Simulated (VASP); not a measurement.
Crystal: SiC.

```
CELL_PARAMETERS angstrom
3.09606 0.00000 0.00000
-1.54803 2.68127 0.00000
0.00000 0.00000 10.13734
ATOMIC_POSITIONS crystal
Si 0.00000 0.00000 0.18789
Si 0.00000 0.00000 0.68789
Si 0.33333 0.66667 0.43784
Si 0.66667 0.33333 0.93784
C 0.00000 0.00000 0.00046
C 0.00000 0.00000 0.50046
C 0.33333 0.66667 0.24980
C 0.66667 0.33333 0.74980
```

This cell differs from its parent crystal: volume scaled by 1.02.

Base run:

| Property | Result |
| --- | --- |
| Program | VASP 6.6.1 |
| Functional | PBEsol |
| Potentials or basis | VASP PAW PBE potentials, release 64 (Si, C) |
| Cutoff | 520 eV |
| k mesh | 10 × 10 × 3 |
| Occupations | fermi-dirac, width 0.05 eV |
| Spin | no spin polarisation |

Its results: band gap on the k mesh 2.10 eV, indirect (least direct gap 3.23 eV); pressure -3.5 GPa.

Question: After a change of settings the same cell gave: band gap on the k mesh 2.17 eV, indirect (least direct gap 3.30 eV); pressure -6.8 GPa. Which change was it?
A. further incar settings from ALGO = Normal; EDIFF = 1e-06; NBANDS = 26 to ALGO = Normal; EDIFF = 1e-07; NBANDS = 26; dispersion from none to D4
B. functional from PBEsol to BLYP; dispersion from none to D4
C. functional from PBEsol to PBE
D. functional from PBEsol to SVWN5

Answer: D.

SVWN5 binds more tightly than PBEsol, so the same cell stands under less pressure.

Caveats: the PAW data sets were made with another functional, which shifts forces and pressure a little.
